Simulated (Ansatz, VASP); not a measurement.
# One calculation of Li3B2, two programs

```
CELL_PARAMETERS angstrom
5.08040 0.00000 0.00000
-2.54020 4.39975 0.00000
0.00000 0.00000 6.76930
ATOMIC_POSITIONS crystal
Li 0.50000 0.00000 0.50000
Li 0.00000 0.50000 0.50000
Li 0.50000 0.50000 0.50000
Li 0.00000 0.00000 0.00000
Li 0.50000 0.00000 0.00000
Li 0.00000 0.50000 0.00000
Li 0.50000 0.50000 0.00000
Li 0.33333 0.66667 0.78784
Li 0.66667 0.33333 0.21216
B 0.15989 0.84011 0.90352
B 0.15989 0.31978 0.90352
B 0.68022 0.84011 0.90352
B 0.84011 0.15989 0.09648
B 0.31978 0.15989 0.09648
B 0.84011 0.68022 0.09648
```

Alike in both runs: task single point; functional PBE; k mesh 6 × 6 × 4; occupations gaussian, width 0.1 eV; no spin polarisation.

|  | VASP | Ansatz |
| --- | --- | --- |
| version | VASP 6.6.1 | Ansatz 0.2.0 |
| potentials or method | VASP PAW PBE potentials, release 64 (Li_sv, B), cutoff 520 eV | scalar-relativistic, plane waves, PAW |
| valence electrons in the cell | 45 | 45 |

Ansatz gave:

* gap on the k mesh at the Fermi level (eV): none
* rms of the force components (eV/Å): 2.012

**Question.** Which values does VASP return?

**Answer.** gap on the k mesh at the Fermi level (eV): none; rms of the force components (eV/Å): 2.054.

Atom by atom the forces differ by 0.048 eV/Å (rms over components). A gap of «none» marks a metal or a gap that the smearing closes. The functional is the same, so the differences come from potentials, cutoffs and numerics.

Noted on VASP's run: the cutoff is short for stress, so the pressure is rough.
